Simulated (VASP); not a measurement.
A run of VASP 6.6.1:

INCAR

```
SYSTEM = CdTe
ALGO     = Normal         ! electronic algorithm
EDIFF    = 1E-6           ! SCF threshold, eV
ENCUT    = 520            ! plane-wave cutoff, eV
GGA      = PE             ! functional
ISIF     = 2              ! what is computed and relaxed
ISMEAR   = 0              ! smearing method
LASPH    = .TRUE.         ! aspherical terms in the spheres
LCHARG   = .FALSE.        ! write CHGCAR
LREAL    = .FALSE.        ! projectors in reciprocal space
LWAVE    = .FALSE.        ! write WAVECAR
NBANDS   = 16             ! bands
NELM     = 80             ! most SCF steps
PREC     = Accurate       ! precision mode
SIGMA    = 0.05           ! smearing width, eV
```

The input KPOINTS:

```
k-points
0
G
  10 10 10
  0 0 0
```

POSCAR

```
CdTe
1.0
    0.0000000000      3.2094260826      3.2094260826
    3.2094260826      0.0000000000      3.2094260826
    3.2094260826      3.2094260826      0.0000000000
Cd Te
1 1
Direct
    0.0000000000      0.0000000000      0.0000000000
    0.7500000000      0.7500000000      0.7500000000
```

Potentials or basis: VASP PAW PBE potentials, release 64 (Cd, Te).

Run with:

```bash
$ cat potpaw_PBE.64/Cd/POTCAR potpaw_PBE.64/Te/POTCAR > POTCAR
$ mpirun -np 1 vasp_std > vasp.out
```

Hardware: 1 thread of Intel Xeon 8259CL (shared host).

Task: Estimate the wall time of this run.

Result: Run time: 79 s on 1 thread of Intel Xeon 8259CL, with other jobs on the host, peak memory 0.23 GiB. Counts: scf iterations 12, k points 47.
